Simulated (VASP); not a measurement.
A run of VASP 6.6.1 is set up as follows.

File INCAR:

```
  ALGO = Normal
  EDIFF = 1E-8
  ENCUT = 520
  GGA = PS
  ISIF = 2
  ISMEAR = -1
  LASPH = True
  LCHARG = False
  LEFG = True
  LREAL = False
  LWAVE = False
  NBANDS = 24
  NELM = 60
  PREC = Accurate
  SIGMA = 0.01
```

Contents of KPOINTS:

```
k-points
0
Gamma
  11 11 6
```

Contents of POSCAR:

```
TaN
1.0
    3.0275449731      0.0000000000      0.0000000000
   -1.5137724866      2.6219308577      0.0000000000
    0.0000000000      0.0000000000      4.8849922940
Ta N
2 2
Direct
    0.0000000000      0.0000000000      0.0000000000
    0.0000000000      0.0000000000      0.5000000000
    0.3333333333      0.6666666667      0.2500000000
    0.6666666667      0.3333333333      0.7500000000
```

Potentials or basis: VASP PAW PBE potentials, release 64 (Ta_pv, N).

Launch:

```console
$ cat potpaw_PBE.64/Ta_pv/POTCAR potpaw_PBE.64/N/POTCAR > POTCAR
$ mpirun -np 1 vasp_std > vasp.out
```

Question: Predict the band gap on the k mesh.

Answer: Zero (band 16 reaches 10.72 eV, above the bottom of band 17 at 8.02 eV).

Question: What does it give for the pressure?

Answer: 61.0 GPa.

Electric field gradients, principal values (V/Å²):
| atom | least | middle | greatest (by size) |
| --- | --- | --- | --- |
| 1 Ta | 83.097 | 83.098 | -166.195 |
| 2 Ta | 83.097 | 83.098 | -166.195 |
| 3 N | -3.237 | -3.239 | 6.477 |
| 4 N | -3.237 | -3.239 | 6.477 |

Caveat: without QUAD_EFG the Cq values of the log hold for a quadrupole moment of 1 mb, not for the nuclei; the PAW data sets were made with another functional, which shifts forces and pressure a little; spin-orbit coupling is left out, which moves the levels of the heavy elements.
